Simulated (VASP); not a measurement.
The system is Au.

```
Au
1.0
     0.00000    2.08564    2.08564
     2.08564    0.00000    2.08564
     2.08564    2.08564    0.00000
Au
1
Direct
  0.00000 0.00000 0.00000
```

```yaml
Program: VASP 6.6.1
Task: relaxation of cell and atoms
Functional: LDA
Potentials_or_basis: VASP PAW LDA potentials, release 64 (Au)
Cutoff: 600 eV
k_mesh: 8 × 8 × 8
Occupations: gaussian, width 0.1 eV
Spin: no spin polarisation
```

At the start: pressure -12.3 GPa; volume 18.14 Å³/atom.

Problem. How do energy, volume and symmetry change on relaxing?

Solution. Over 4 steps the energy falls by 60.1 meV/atom and the volume is 16.73 Å³/atom (-7.8 %); space group Fm-3m (No. 225, to 0.05 Å).

Step by step:
```csv
step,energy change (eV),largest force (eV/Å),pressure (GPa),volume (Å³)
1,0.0000,0.0000,-12.32,18.14
2,0.1296,0.0000,34.86,14.72
3,-0.0600,0.0000,-0.66,16.77
4,-0.0601,0.0000,-0.03,16.73
```

Final structure:
```
CELL_PARAMETERS angstrom
0.00000 2.02984 2.02984
2.02984 0.00000 2.02984
2.02984 2.02984 0.00000
ATOMIC_POSITIONS crystal
Au 0.00000 0.00000 0.00000
```
